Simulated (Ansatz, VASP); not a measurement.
## Two plane-wave programs on BaTiO3

```
Ba Ti O
1.0
     3.92813    0.00000    0.00000
     0.00000    3.92813    0.00000
     0.00000    0.00000    3.92813
Ba Ti O
1 1 3
Direct
  0.50000 0.50000 0.50000
  0.00000 0.00000 0.00000
  0.50000 0.00000 0.00000
  0.00000 0.50000 0.00000
  0.00000 0.00000 0.50000
```

Change from the starting cell: mode 1 frozen in at +0.000 Å, equal normal strain along x, y and z -0.0250.

Alike in both runs: task single point; functional PBE; k mesh 8 × 8 × 8; occupations gaussian, width 0.05 eV; no spin polarisation; Hubbard terms Ti d U = 4.0 eV.

```csv
,VASP,Ansatz
version,VASP 6.6.1,Ansatz 0.2.0
potentials or method,"VASP PAW PBE potentials, release 64 (Ba_sv, Ti_sv, O_h), cutoff 1340 eV","scalar-relativistic, plane waves, PAW"
valence electrons in the cell,40,40
```

|  | VASP | Ansatz | Ansatz less VASP |
| --- | --- | --- | --- |
| gap on the k mesh at the Fermi level (eV) | 2.35 | 2.41 | +0.062 |
| least direct gap on the mesh (eV) | 2.48 | 2.49 | +0.012 |
| pressure (GPa) | 18.9 | 14.5 | -4.40 |

The programs project onto different local orbitals, so the same U acts differently, and such runs can settle in different states.

Spin-orbit coupling is off throughout.
